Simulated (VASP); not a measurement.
Here is a VASP 6.6.1 calculation.

Contents of INCAR:

```
ALGO = Normal
EDIFF = 1E-6
EDIFFG = -0.005
ENCUT = 600
GGA = PE
IBRION = 2
ISIF = 3
ISMEAR = 0
LASPH = True
LCHARG = False
LREAL = False
LWAVE = False
NELM = 100
NSW = 100
PREC = Accurate
SIGMA = 0.02
```

The input KPOINTS:

```
k-points
0
Gamma
  9 9 6
```

Contents of POSCAR:

```
AlN
1.0
    3.0886330000      0.0000000000      0.0000000000
   -1.5443170000      2.6748350000      0.0000000000
    0.0000000000      0.0000000000      5.0437170000
Al N
2 2
Direct
    0.0000000000      0.0000000000      0.0000000000
    0.3333333300      0.6666666700      0.5000000000
    0.0000000000      0.0000000000      0.3750000000
    0.3333333300      0.6666666700      0.8750000000
```

Potentials or basis: VASP PAW PBE potentials, release 64 (Al, N).

Command:

```sh
$ cat potpaw_PBE.64/Al/POTCAR potpaw_PBE.64/N/POTCAR > POTCAR
$ mpirun -np 1 vasp_std > vasp.out
```

**Question.** Predict the space group after relaxing (to 0.05 Å).

**Answer.** P6_3mc (No. 186).

**Question.** What does it give for the relaxed volume?

**Answer.** 10.63 Å³/atom.

Final structure:
```
CELL_PARAMETERS angstrom
3.12824 0.00000 0.00000
-1.56412 2.70914 0.00000
0.00000 0.00000 5.01535
ATOMIC_POSITIONS crystal
Al 0.00000 0.00000 0.99670
Al 0.33333 0.66667 0.49670
N 0.00000 0.00000 0.37830
N 0.33333 0.66667 0.87830
```
